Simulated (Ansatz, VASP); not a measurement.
## Two plane-wave programs on SnSe2

```xyz
6
Lattice="-3.8390 0.0000 0.0000 0.0000 0.0000 -6.0116 0.0000 -6.6494 0.0000" Properties=species:S:1:pos:R:3 pbc="T T T"
Sn   -2.1762   -3.4434   -0.5574
Sn    0.0513    0.0237    0.1115
Se   -1.8682   -1.0845   -4.3062
Se    0.0513   -4.4092   -4.3062
Se    0.0513   -2.1927   -1.4825
Se   -1.8682   -5.5174   -1.4825
```

Change from the starting cell: atom 1 moved 0.75 Å.

Alike in both runs: task single point; functional PBE; dispersion D3(BJ); k mesh 8 × 4 × 4; occupations gaussian, width 0.03 eV; no spin polarisation.

```csv
,VASP,Ansatz
version,VASP 6.6.1,Ansatz 0.2.0
potentials or method,"VASP PAW PBE potentials, release 64 (Sn_d, Se), cutoff 520 eV","scalar-relativistic, plane waves, PAW"
valence electrons in the cell,52,92
```

```tsv
	VASP	Ansatz	Ansatz less VASP
gap on the k mesh at the Fermi level (eV)	none	none	-
pressure (GPa)	6.8	6.8	-0.04
traceless stress, the component that is largest in VASP (GPa)	-5.82	-5.85	-0.028
rms of the force components (eV/Å)	2.521	2.524	+0.0036
```

Atom by atom the forces differ by 0.009 eV/Å (rms over components). A gap of «none» marks a metal or a gap that the smearing closes. VASP's potentials hold 52 valence electrons a cell and Ansatz's 92, so a difference there can come from the potentials and not from the codes.
